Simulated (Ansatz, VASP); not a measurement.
# One calculation of TaSi2, two programs

Contents of INCAR:

```
ALGO = Normal
EDIFF = 1E-6
EDIFFG = -0.01
ENCUT = 600
GGA = PS
IBRION = 2
ISIF = 3
ISMEAR = -1
LASPH = True
LCHARG = False
LREAL = False
LWAVE = False
NELM = 60
NSW = 60
PREC = Accurate
SIGMA = 0.05
```

Contents of KPOINTS:

```
k-points
0
Gamma
  7 7 4
```

File POSCAR:

```
TaSi2
1.0
    4.7839000000      0.0000000000      0.0000000000
   -2.3919500000      4.1429789292      0.0000000000
    0.0000000000      0.0000000000      6.5700000000
Ta Si
3 6
Direct
    0.0000000000      0.5000000000      0.3333333333
    0.5000000000      0.5000000000      0.6666666667
    0.5000000000      0.0000000000      0.0000000000
    0.3179400000      0.1589700000      0.3333333333
    0.1589700000      0.8410300000      0.6666666667
    0.8410300000      0.6820600000      0.0000000000
    0.6820600000      0.8410300000      0.3333333333
    0.8410300000      0.1589700000      0.6666666667
    0.1589700000      0.3179400000      0.0000000000
```

Contents of input.yaml:

```yaml
crystal:
  lattice:
    - [4.7839, 0.0, 0.0]
    - [-2.39195, 4.1429789292, 0.0]
    - [0.0, 0.0, 6.57]
  atoms:
    - { symbol: Ta, position: [0.0, 0.5, 0.3333333333] }
    - { symbol: Ta, position: [0.5, 0.5, 0.6666666667] }
    - { symbol: Ta, position: [0.5, 0.0, 0.0] }
    - { symbol: Si, position: [0.31794, 0.15897, 0.3333333333] }
    - { symbol: Si, position: [0.15897, 0.84103, 0.6666666667] }
    - { symbol: Si, position: [0.84103, 0.68206, 0.0] }
    - { symbol: Si, position: [0.68206, 0.84103, 0.3333333333] }
    - { symbol: Si, position: [0.84103, 0.15897, 0.6666666667] }
    - { symbol: Si, position: [0.15897, 0.31794, 0.0] }
hamiltonian:
  xc: pbesol
  pseudopotentials: { kind: paw }
kpoints:
  mp_grid: { grid: [7, 7, 4] }
scf:
  occupations: { method: fermi_dirac, width: 0.05 }
output:
  forces: true
  stress: true
  eigenvalues: true
relax:
  f_tol: 0.01
  max_steps: 40
  cell: { stress_tol: 0.05 }
```

Alike in both runs: task relaxation of cell and atoms; functional PBEsol; k mesh 7 × 7 × 4; occupations fermi-dirac, width 0.05 eV; no spin polarisation.

|  | VASP | Ansatz |
| --- | --- | --- |
| version | VASP 6.6.1 | Ansatz 0.2.0 |
| potentials or method | VASP PAW PBE potentials, release 64 (Ta_pv, Si) | Ansatz PAW |
| plane-wave cutoff (eV) | 600 | 420 |
| valence electrons in the cell | 57 | 63 |

|  | VASP | Ansatz | Ansatz less VASP |
| --- | --- | --- | --- |
| gap on the k mesh at the Fermi level, each at its own relaxed structure (eV) | none | none | - |
| relaxed volume (Å³/atom) | 14.32 | 14.29 | -0.026 |
| relaxed cell length with the largest relative difference (Å) | 6.569 | 6.565 | -0.0044 |

VASP's potentials were made for PBE, not for PBEsol. A gap of «none» marks a metal or a gap that the smearing closes. VASP's potentials hold 57 valence electrons a cell and Ansatz's 63, so a difference there can come from the potentials and not from the codes.

Neither program's run includes spin-orbit coupling. Noted on Ansatz's run: the plane-wave basis is chosen anew once the cell has moved, so the energies of steps on either side of that aren't comparable.
